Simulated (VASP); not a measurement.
Runs of VASP 6.6.1 on Ge. The structure is that of space group Imma (No. 74), or close to it. The cells are those of the table. 

```csv
cell,k mesh,gap on the mesh (eV),pressure (GPa),largest force (eV/Å)
"a = 3.812 Å, angles 105.4, 89.2, 138.4°, 2 atoms",16 × 16 × 16,none,8.9,0.09
"a = 3.914 Å, angles 100.8, 94.7, 136.9°, 2 atoms",14 × 14 × 14,none,-2.6,0.14
"a = 3.812 Å, angles 105.4, 89.2, 138.4°, 2 atoms","16 × 16 × 16, shifted",none,9.1,0.09
"a = 4.026 Å, angles 98.3, 95.7, 139.2°, 2 atoms",16 × 16 × 16,none,(b),(a)
```

Alike in all rows: task single point; level PBEsol; potentials or basis VASP PAW PBE potentials, release 64 (Ge_d); no spin polarisation; cutoff (eV) 520; smearing gaussian 0.1 eV.

Task: Fill in the values left out.

Result: (a) 0.03; (b) -5.5.

Caveats: the PAW data sets were made with another functional, which shifts forces and pressure a little.

A k mesh can miss the band edges, and the runs leave out spin-orbit coupling on Ge.

A gap of «none» marks levels without a gap at the run's occupations.
